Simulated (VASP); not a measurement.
Input of a VASP 6.6.1 run:

The input INCAR:

```
ALGO = Normal
EDIFF = 1E-7
ENCUT = 520
GGA = PS
ISIF = 2
ISMEAR = 0
LASPH = True
LCHARG = True
LELF = True
LREAL = False
LVHAR = True
LWAVE = False
NBANDS = 13
NELM = 60
PREC = Accurate
SIGMA = 0.1
```

KPOINTS

```
k-points
0
Gamma
  8 8 8
```

Contents of POSCAR:

```
O
1.0
   -1.6676340000      1.6676340000      8.5134920000
    1.6676340000     -1.6676340000      8.5134920000
    1.6676340000      1.6676340000     -8.5134920000
O
2
Direct
    0.1818140000      0.1818140000      0.0000000000
    0.8181860000      0.8181860000      0.0000000000
```

Potentials or basis: VASP PAW PBE potentials, release 64 (O).

Command:

```bash
$ cat potpaw_PBE.64/O/POTCAR > POTCAR
$ mpirun -np 1 vasp_std > vasp.out
```

Question: Estimate the pressure.

Answer: -3.5 GPa.

Question: What does it give for the band gap on the k mesh?

Answer: Zero (bands 6 and 7 overlap by 0.18 eV).

Question: Predict the largest force.

Answer: 0.578 eV/Å.

Forces on the atoms (eV/Å):
```
O    0.000  0.000  0.578
O    0.000  0.000 -0.578
```

Caveat: the cell stands under tension; the nearest neighbours stand farther apart than a usual bond; the PAW data sets were made with another functional, which shifts forces and pressure a little.
